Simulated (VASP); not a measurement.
# Ca (Fd-3m) in VASP: further runs

The runs below take Ca through single point, with PBE.

Everything below comes from runs of VASP 6.6.1. Logs are shortened: lines on timing, memory, paths and dates and some standing lists are left out, and cuts for length are marked.

### Step 1. The cell of the first run

Symmetry: Fd-3m, No. 227, cubic system. The conventional cell has a = 6.491 Å, b = 6.491 Å, c = 6.491 Å, α = 90.00°, β = 90.00°, γ = 90.00°. Ca (site symmetry -43m) has 4 Ca at 2.81 Å within 3.7 Å.

This isn't the form of Ca at room conditions, which is fcc.

### Step 2. Single point, PBE (34.19 Å³/atom)

File INCAR:

```
  PREC = Accurate
  ENCUT = 520
  EDIFF = 1E-7
  ISMEAR = -1
  SIGMA = 0.08
  LREAL = F
  LASPH = T
  NELM = 60
  ALGO = Normal
  ISIF = 2
  LWAVE = F
  LCHARG = F
  GGA = PE
  NBANDS = 17
```

File KPOINTS:

```
Automatic mesh
0
Gamma
  10 10 10
```

File POSCAR:

```
Ca
1.0
    0.0000000000      3.2456685492      3.2456685492
    3.2456685492      0.0000000000      3.2456685492
    3.2456685492      3.2456685492      0.0000000000
Ca
2
Direct
   -0.1250000000     -0.1250000000     -0.1250000000
    0.1250000000      0.1250000000      0.1250000000
```

Potentials or basis: VASP PAW PBE potentials, release 64 (Ca_sv).

The run is started by

```sh
> cat potpaw_PBE.64/Ca_sv/POTCAR > POTCAR
> mpirun -np 1 vasp_std > vasp.out
```

OUTCAR:

```text
PREC = Accurate
   ENCUT = 520
   EDIFF = 1E-7
   ISMEAR = -1
   LREAL = F
   LASPH = T
   NELM = 60
   ISIF = 2
   GGA = PE

 ion  position               nearest neighbor table
   1  0.875  0.875  0.875-   2 2.81   2 2.81   2 2.81   2 2.81
   2  0.125  0.125  0.125-   1 2.81   1 2.81   1 2.81   1 2.81

  LATTYP: Found a face centered cubic cell.
 ALAT       =     6.4913370984

  Lattice vectors:

 A1 = (   0.0000000000,   3.2456685492,   3.2456685492)
 A2 = (   3.2456685492,   0.0000000000,   3.2456685492)
 A3 = (   3.2456685492,   3.2456685492,   0.0000000000)

Analysis of symmetry for initial positions (statically):
=====================================================================
 Subroutine PRICEL returns:
 Original cell was already a primitive cell.

 Routine SETGRP: Setting up the symmetry group for a
 face centered cubic supercell.

 Subroutine GETGRP returns: Found 48 space group operations
 (whereof 12 operations were pure point group operations)
 out of a pool of 48 trial point group operations.

The static configuration has the point symmetry D_3d.
 The point group associated with its full space group is O_h .

Analysis of symmetry for dynamics (positions and initial velocities):
=====================================================================
 Subroutine PRICEL returns:
 Original cell was already a primitive cell.

 Routine SETGRP: Setting up the symmetry group for a
 face centered cubic supercell.

 Subroutine GETGRP returns: Found 48 space group operations
 (whereof 12 operations were pure point group operations)
 out of a pool of 48 trial point group operations.

The dynamic configuration has the point symmetry D_3d.
 The point group associated with its full space group is O_h .

 Subroutine INISYM returns: Found 48 space group operations
 (whereof 12 operations are pure point group operations),
 and found     1 'primitive' translations

----------------------------------------------------------------------------------------

                                     Primitive cell

  volume of cell :      68.3821

  direct lattice vectors                    reciprocal lattice vectors
     0.000000000  3.245668549  3.245668549    -0.154051467  0.154051467  0.154051467
     3.245668549  0.000000000  3.245668549     0.154051467 -0.154051467  0.154051467
     3.245668549  3.245668549  0.000000000     0.154051467  0.154051467 -0.154051467

  length of vectors
     4.590068481  4.590068481  4.590068481     0.266824967  0.266824967  0.266824967

  position of ions in fractional coordinates (direct lattice)
     0.875000000  0.875000000  0.875000000
     0.125000000  0.125000000  0.125000000

  ion indices of the primitive-cell ions
   primitive index   ion index
                 1           1
                 2           2

----------------------------------------------------------------------------------------

 KPOINTS: Automatic mesh

Automatic generation of k-mesh.
 Grid dimensions read from file:
 generate k-points for:   10   10   10

 Generating k-lattice:

  Cartesian coordinates                     Fractional coordinates (reciprocal lattice)
    -0.015405147  0.015405147  0.015405147     0.100000000  0.000000000  0.000000000
     0.015405147 -0.015405147  0.015405147     0.000000000  0.100000000  0.000000000
     0.015405147  0.015405147 -0.015405147     0.000000000  0.000000000  0.100000000

  Length of vectors
     0.026682497  0.026682497  0.026682497

  Shift w.r.t. Gamma in fractional coordinates (k-lattice)
     0.000000000  0.000000000  0.000000000

 Subroutine IBZKPT returns following result:
 ===========================================

 Found     47 irreducible k-points:

 Following reciprocal coordinates:
            Coordinates               Weight
  0.000000  0.000000  0.000000      1.000000
  0.100000  0.000000  0.000000      8.000000
  0.200000  0.000000  0.000000      8.000000
  0.300000  0.000000  0.000000      8.000000
  0.400000  0.000000  0.000000      8.000000
  0.500000  0.000000  0.000000      4.000000
[... 16 lines left out ...]
  0.300000  0.300000  0.000000      6.000000
  0.400000  0.300000  0.000000     24.000000
 [... further k-points ...]
   k-points           NKPTS =     47   k-points in BZ     NKDIM =     47   number of bands    NBANDS=     17
   number of dos      NEDOS =    301   number of ions     NIONS =      2
   total plane-waves  NPLWV =  46656
   dimension x,y,z NGX =    36 NGY =   36 NGZ =   36
   dimension x,y,z NGXF=    72 NGYF=   72 NGZF=   72
   ions per type =               2
   NGX,Y,Z   is equivalent  to a cutoff of  13.04, 13.04, 13.04 a.u.
   NGXF,Y,Z  is equivalent  to a cutoff of  26.08, 26.08, 26.08 a.u.
 SYSTEM =  unknown system
   PREC   = accura    normal or accurate (medium, high low for compatibility)
   ISTART =      0    job   : 0-new  1-cont  2-samecut
   ICHARG =      2    charge: 1-file 2-atom 10-const
   ISPIN  =      1    spin polarized calculation?
   LNONCOLLINEAR =      F non collinear calculations
   LSORBIT =      F    spin-orbit coupling
   LASPH  =      T    aspherical Exc in radial PAW
   ENCUT  =  520.0 eV  38.22 Ry    6.18 a.u.   8.53  8.53  8.53*2*pi/ulx,y,z
   NELM   =     60;   NELMIN=  2; NELMDL= -5     # of ELM steps
   EDIFF  = 0.1E-06   stopping-criterion for ELM
   LREAL  =      F    real-space projection
   EDIFFG = 0.1E-05   stopping-criterion for IOM
   NSW    =      0    number of steps for IOM
   IBRION =     -1    ionic relax: 0-MD 1-quasi-New 2-CG
   NFREE  =      0    steps in history (QN), initial steepest desc. (CG)
   ISIF   =      2    stress and relaxation
   ISYM   =      2    0-nonsym 1-usesym 2-fastsym
   POTIM  = 0.5000    time-step for ionic-motion
   TEBEG  =    0.0;   TEEND  =   0.0 temperature during run
   PSTRESS=    0.0 pullay stress
   NELECT =      20.0000    total number of electrons
   NUPDOWN=      -1.0000    fix difference up-down
   EMIN   =  10.00;   EMAX   =-10.00  energy-range for DOS
   EFERMI =   0.00;   METHOD = LEGACY
   ISMEAR =    -1;   SIGMA  =   0.08  broadening in eV -4-tet -1-fermi 0-gaus
   EFERMI_NEDOS =   21; number of points for ismear=-14 and -15
   IALGO  =     38    algorithm
   IMIX   =      4    mixing-type and parameters
     AMIX     =   0.40;   BMIX     =  1.00
     AMIX_MAG =   1.60;   BMIX_MAG =  1.00
  volume/ion in A,a.u.               =      34.19       230.73
  Fermi-wavevector in a.u.,A,eV,Ry     =   1.086686  2.053538 16.066930  1.180886
  Thomas-Fermi vector in A             =   2.222828
   LORBIT       =      0    0 simple, 1 ext, 2 COOP (PROOUT), +10 PAW based schemes
   GGA     = PE    functional components
   LHFCALC =     F    Hartree Fock is set to
   AEXX    =    0.0000 exact exchange contribution
   IVDW    =     0    specifies the selected vdW correction
   LEPSILON=     F    determine dielectric tensor
   LRPA    =     F    only Hartree local field effects (RPA)
 non-spin polarized calculation
  energy-cutoff  :      520.00
  volume of cell :       68.38
 maximum number of plane-waves:      1856
 NGX is ok and might be reduce to    36
   NGX = 17   NGY = 17   NGZ = 17

 number of electron      20.0000001 magnetization

 Free energy of the ion-electron system (eV)
  ---------------------------------------------------
  ext. energy  EPLUGINS =         0.00000000
  ---------------------------------------------------
  free energy    TOTEN  =        -0.53579638 eV

  energy without entropy =       -0.47571106  energy(sigma->0) =       -0.50575372

 E-fermi :   2.7588     XC(G=0):  -8.3039

 val. band max:        2.7447850450   @ k =  -0.3000   0.3000   0.1000
 cond. band min:       2.7597243380   @ k =  -0.4000   0.3000   0.1000
 fundamental gap:      0.0149392930
 Fermi energy:         2.7588323720

 k-point     1 :       0.0000    0.0000    0.0000
  band No.  band energies     occupation
      1     -39.6037      2.00000
      2     -39.1869      2.00000
      3     -20.8087      2.00000
      4     -20.8087      2.00000
      5     -20.8087      2.00000
      6     -20.1562      2.00000
[... 9 lines left out ...]
     16       5.1696      0.00000
     17       5.1696      0.00000

 k-point     2 :       0.1000    0.0000    0.0000
  band No.  band energies     occupation
      1     -39.5962      2.00000
      2     -39.1947      2.00000
      3     -20.8177      2.00000
      4     -20.8177      2.00000
      5     -20.8103      2.00000
      6     -20.1566      2.00000
[... 9 lines left out ...]
     16       5.1538      0.00000
     17       5.1538      0.00000

 k-point     3 :       0.2000    0.0000    0.0000
  band No.  band energies     occupation
      1     -39.5751      2.00000
      2     -39.2165      2.00000
      3     -20.8402      2.00000
      4     -20.8402      2.00000
      5     -20.8148      2.00000
      6     -20.1572      2.00000
[... 9 lines left out ...]
     16       5.1908      0.00000
     17       5.1908      0.00000

 k-point     4 :       0.3000    0.0000    0.0000
  band No.  band energies     occupation
      1     -39.5449      2.00000
      2     -39.2477      2.00000
      3     -20.8660      2.00000
      4     -20.8660      2.00000
      5     -20.8216      2.00000
      6     -20.1564      2.00000
[... 9 lines left out ...]
     16       5.4608      0.00000
     17       5.4608      0.00000
[... 343 lines left out ...]
      1     -39.5328      2.00000
      2     -39.2601      2.00000
      3     -20.9302      2.00000
      4     -20.8669      2.00000
      5     -20.7580      2.00000
      6     -20.2156      2.00000
[... 9 lines left out ...]
     16       5.0513      0.00000
     17       5.4404      0.00000

 k-point    23 :       0.3000    0.3000    0.0000
  band No.  band energies     occupation
      1     -39.5190      2.00000
      2     -39.2742      2.00000
      3     -20.9276      2.00000
      4     -20.9276      2.00000
      5     -20.6809      2.00000
      6     -20.3025      2.00000
[... 9 lines left out ...]
     16       5.3295      0.00000
     17       5.3295      0.00000

 k-point    24 :       0.4000    0.3000    0.0000
  band No.  band energies     occupation
      1     -39.4892      2.00000
      2     -39.3046      2.00000
      3     -20.9537      2.00000
      4     -20.9460      2.00000
      5     -20.6431      2.00000
      6     -20.3419      2.00000
[... 9 lines left out ...]
     16       5.4055      0.00000
     17       5.6643      0.00000

 [... further k-points ...]
[... 5 lines left out ...]
  --------------------------------------------------------------------------------------
  -------------------------------------------------------------------------------------
  Total        2.4234205      2.4234205      2.4234205      0.0000000      0.0000000      0.0000000
  in kB       56.7801936     56.7801936     56.7801936      0.0000000      0.0000000      0.0000000
  external PRESSURE =      56.7801936 kB  Pullay stress =       0.0000000 kB

 VOLUME and BASIS-vectors are now :
 -----------------------------------------------------------------------------
  energy-cutoff  :      520.00
  volume of cell :       68.38
      direct lattice vectors                 reciprocal lattice vectors
     0.000000000  3.245668549  3.245668549    -0.154051467  0.154051467  0.154051467
     3.245668549  0.000000000  3.245668549     0.154051467 -0.154051467  0.154051467
     3.245668549  3.245668549  0.000000000     0.154051467  0.154051467 -0.154051467

 POSITION                                       TOTAL-FORCE (eV/Angst)
 -----------------------------------------------------------------------------------
      5.67992      5.67992      5.67992        -0.000000     -0.000000     -0.000000
      0.81142      0.81142      0.81142         0.000000      0.000000      0.000000
 -----------------------------------------------------------------------------------
    total drift:                                0.000000      0.000000      0.000000

  FREE ENERGIE OF THE ION-ELECTRON SYSTEM (eV)
  ---------------------------------------------------
  free  energy   TOTEN  =        -0.5357963777 eV

  energy  without entropy=       -0.4757110596  energy(sigma->0) =       -0.50575372
```

Wall time 75 s (1 thread of Intel Xeon 8259CL, shared host); peak memory 0.22 GiB.

Results:

```
Free energy            : -0.5358 eV
Pressure               : 5.7 GPa
Band gap on the k mesh : zero (bands 10 and 11 overlap by 0.62 eV)
```

Levels at points of the mesh, in eV from the Fermi level:
| k point | band 8 | band 9 | band 10 | band 11 | band 12 | band 13 |
| --- | --- | --- | --- | --- | --- | --- |
| (0.00, 0.00, 0.00) | -22.92 | -3.97 | 0.56 | 0.56 | 1.08 | 1.08 |
| (0.50, 0.00, 0.00) | -22.83 | -1.43 | -1.11 | 0.38 | 0.38 | 1.26 |
| (0.50, 0.50, 0.00) | -22.74 | -1.06 | -1.06 | 0.63 | 0.63 | 1.40 |

Caveat: the cell stands under pressure.

### Step 3. Single point, PBE (34.19 Å³/atom)

File INCAR:

```
SYSTEM = Ca
ALGO = Normal
EDIFF = 1E-6
ENCUT = 520
GGA = PE
ISIF = 2
ISMEAR = -1
LASPH = .TRUE.
LCHARG = .TRUE.
LELF = .TRUE.
LREAL = .FALSE.
LVHAR = .TRUE.
LWAVE = .FALSE.
NBANDS = 17
NELM = 80
PREC = Accurate
SIGMA = 0.08
```

File KPOINTS:

```
k-points
0
G
  10 10 10
  0 0 0
```

POSCAR is that of step 2.

Potentials or basis: VASP PAW PBE potentials, release 64 (Ca_sv).

The run is started by

```sh
> cat potpaw_PBE.64/Ca_sv/POTCAR > POTCAR
> mpirun -np 1 vasp_std > vasp.out
```

Wall time 61 s (1 thread of Intel Xeon 8259CL, shared host); peak memory 0.22 GiB.

The run converged. Its results:

```
Free energy            : -0.5358 eV
Pressure               : 5.7 GPa
Band gap on the k mesh : zero (bands 10 and 11 overlap by 0.62 eV)
```

Levels at points of the mesh, in eV from the Fermi level:
```
           k point  band 7  band 8  band 9  band 10  band 11  band 12  band 13  band 14
(0.00, 0.00, 0.00)  -22.91  -22.91   -3.97     0.56     0.56     1.08     1.08     1.08
(0.50, 0.00, 0.00)  -22.83  -22.83   -1.43    -1.11     0.38     0.38     1.26     1.26
(0.50, 0.50, 0.00)  -22.74  -22.74   -1.06    -1.06     0.63     0.63     1.40     1.40
```

Caveat: the cell stands under pressure.

### Step 4. Single point, PBE (39.76 Å³/atom)

This run uses another cell than the first one, of 39.76 Å³/atom.

File INCAR:

```
  PREC = Accurate
  ENCUT = 520
  EDIFF = 1E-6
  ISMEAR = -1
  SIGMA = 0.08
  LREAL = F
  LASPH = T
  NELM = 100
  ALGO = Normal
  ISIF = 2
  LWAVE = F
  LCHARG = F
  GGA = PE
  NBANDS = 17
```

File KPOINTS:

```
regular mesh
0
Gamma
  10 10 10
```

File POSCAR:

```
Ca
1.0
    0.0000000000      3.4130135837      3.4130135837
    3.4130135837      0.0000000000      3.4130135837
    3.4130135837      3.4130135837      0.0000000000
Ca
2
Direct
   -0.1250000000     -0.1250000000     -0.1250000000
    0.1250000000      0.1250000000      0.1250000000
```

Potentials or basis: VASP PAW PBE potentials, release 64 (Ca_sv).

The run is started by

```sh
> cat potpaw_PBE.64/Ca_sv/POTCAR > POTCAR
> mpirun -np 1 vasp_std > vasp.out
```

OUTCAR:

```text
PREC = Accurate
   ENCUT = 520
   EDIFF = 1E-6
   ISMEAR = -1
   LREAL = F
   LASPH = T
   NELM = 100
   ISIF = 2
   GGA = PE

 ion  position               nearest neighbor table
   1  0.875  0.875  0.875-   2 2.96   2 2.96   2 2.96   2 2.96
   2  0.125  0.125  0.125-   1 2.96   1 2.96   1 2.96   1 2.96

  LATTYP: Found a face centered cubic cell.
 ALAT       =     6.8260271674

  Lattice vectors:

 A1 = (   0.0000000000,   3.4130135837,   3.4130135837)
 A2 = (   3.4130135837,   0.0000000000,   3.4130135837)
 A3 = (   3.4130135837,   3.4130135837,   0.0000000000)

Analysis of symmetry for initial positions (statically):
=====================================================================
 Subroutine PRICEL returns:
 Original cell was already a primitive cell.

 Routine SETGRP: Setting up the symmetry group for a
 face centered cubic supercell.

 Subroutine GETGRP returns: Found 48 space group operations
[... 154 lines left out ...]
   NGX = 17   NGY = 17   NGZ = 17

 number of electron      20.0000004 magnetization

 Free energy of the ion-electron system (eV)
  ---------------------------------------------------
  ext. energy  EPLUGINS =         0.00000000
  ---------------------------------------------------
  free energy    TOTEN  =        -0.89835836 eV

  energy without entropy =       -0.83393163  energy(sigma->0) =       -0.86614499

 E-fermi :   2.0282     XC(G=0):  -7.8138

 val. band max:        2.0276362534   @ k =   0.4000   0.2000   0.1000
 cond. band min:       2.0303214668   @ k =  -0.4000   0.3000   0.1000
 fundamental gap:      0.0026852134
 Fermi energy:         2.0281602701

 k-point     1 :       0.0000    0.0000    0.0000
  band No.  band energies     occupation
      1     -40.3826      2.00000
      2     -40.1316      2.00000
      3     -21.5387      2.00000
      4     -21.5387      2.00000
      5     -21.5387      2.00000
      6     -21.0860      2.00000
[... 457 lines left out ...]
      4     -21.6280      2.00000
      5     -21.4236      2.00000
      6     -21.2144      2.00000
[... 9 lines left out ...]
     16       4.3672      0.00000
     17       4.5875      0.00000

 [... further k-points ...]
[... 5 lines left out ...]
  --------------------------------------------------------------------------------------
  -------------------------------------------------------------------------------------
  Total        2.2945824      2.2945824      2.2945824     -0.0000000     -0.0000000     -0.0000000
  in kB       46.2349282     46.2349282     46.2349282     -0.0000000     -0.0000000     -0.0000000
  external PRESSURE =      46.2349282 kB  Pullay stress =       0.0000000 kB

 VOLUME and BASIS-vectors are now :
 -----------------------------------------------------------------------------
  energy-cutoff  :      520.00
  volume of cell :       79.51
      direct lattice vectors                 reciprocal lattice vectors
     0.000000000  3.413013584  3.413013584    -0.146498098  0.146498098  0.146498098
     3.413013584  0.000000000  3.413013584     0.146498098 -0.146498098  0.146498098
     3.413013584  3.413013584  0.000000000     0.146498098  0.146498098 -0.146498098

 POSITION                                       TOTAL-FORCE (eV/Angst)
 -----------------------------------------------------------------------------------
      5.97277      5.97277      5.97277         0.000000      0.000000     -0.000000
      0.85325      0.85325      0.85325        -0.000000     -0.000000      0.000000
 -----------------------------------------------------------------------------------
    total drift:                                0.000000      0.000000      0.000000

  FREE ENERGIE OF THE ION-ELECTRON SYSTEM (eV)
  ---------------------------------------------------
  free  energy   TOTEN  =        -0.8983583610 eV

  energy  without entropy=       -0.8339316265  energy(sigma->0) =       -0.86614499
```

It took 66 s on 1 thread of Intel Xeon 8259CL, shared host; peak memory 0.22 GiB.

Results:

* Free energy: -0.8984 eV
* Pressure: 4.6 GPa
* Band gap on the k mesh: zero (bands 10 and 11 overlap by 0.97 eV)

Caveat: the cell stands under pressure.
